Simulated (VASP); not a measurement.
# Zr: single point with revPBE+D4

Crystal: Zr.

```xyz
1
Lattice="0.0000 2.2699 2.2699 2.2699 0.0000 2.2699 2.2699 2.2699 0.0000" Properties=species:S:1:pos:R:3 pbc="T T T"
Zr    0.0000    0.0000    0.0000
```

This isn't the form of Zr at room conditions, which is hcp.

* Program: VASP 6.6.1
* Task: single point
* Functional: revPBE
* Dispersion: D4
* Potentials or basis: VASP PAW PBE potentials, release 64 (Zr_sv)
* Cutoff: 520 eV
* k mesh: 10 × 10 × 10
* Occupations: methfessel-paxton, width 0.1 eV
* Spin: non-collinear spin, zero start, spin-orbit coupling
* Starting moments: [[0.0, 0.0, 0.0]] μB

* Pressure: -0.9 GPa
* Net moment: 0.00 μB per cell
* Valence electrons inside the program's atomic spheres: Zr 9.82
* Dispersion energy per atom: -0.277 eV

Moments on the atoms (μB; x, y, z):
```
Zr  0.00 0.00 0.00
```

It took 24 s on 1 thread of Intel(R) Xeon(R) 6975P-C (Granite Rapids), on a shared host, peak memory 0.21 GiB.

Caveat: the PAW data sets were made with another functional, which shifts forces and pressure a little.
